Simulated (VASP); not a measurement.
Wanted: the native input for a VASP 6.6.1 run.

| Property | Result |
| --- | --- |
| Task | single point |
| Functional | PBE |
| Potentials or basis | VASP PAW PBE potentials, release 64 (Au) |
| Cutoff | 520 eV |
| k mesh | 15 × 15 × 14 |
| Occupations | fermi-dirac, width 0.08 eV |
| Spin | no spin polarisation |
| Dipole correction | no |
| Further INCAR settings | ALGO = Normal; EDIFF = 1e-06; NBANDS = 12 |

The structure of Au lies in POSCAR:

```
Au
1.0
    2.6145359823      0.0000000000      0.0000000000
   -1.3072679911      2.2642545798      0.0000000000
    0.0000000000      0.0000000000      2.5488900376
Au
1
Direct
    0.0000000000      0.0000000000      0.0000000000
```

One way to write it, as run:

INCAR

```
SYSTEM = Au
ALGO = Normal
EDIFF = 1E-6
ENCUT = 520
GGA = PE
ISIF = 2
ISMEAR = -1
LASPH = .TRUE.
LCHARG = .FALSE.
LREAL = .FALSE.
LWAVE = .FALSE.
NBANDS = 12
NELM = 100
PREC = Accurate
SIGMA = 0.08
```

KPOINTS

```
k-points
0
G
  15 15 14
  0 0 0
```

Potentials or basis: VASP PAW PBE potentials, release 64 (Au).

Run with:

```bash
$ cat potpaw_PBE.64/Au/POTCAR > POTCAR
$ mpirun -np 1 vasp_std > vasp.out
```

It gave:

```
Pressure : 61.2 GPa
```

Run time: 11 s on 1 thread of Intel(R) Xeon(R) 6975P-C (Granite Rapids) (shared host), peak memory 0.16 GiB.
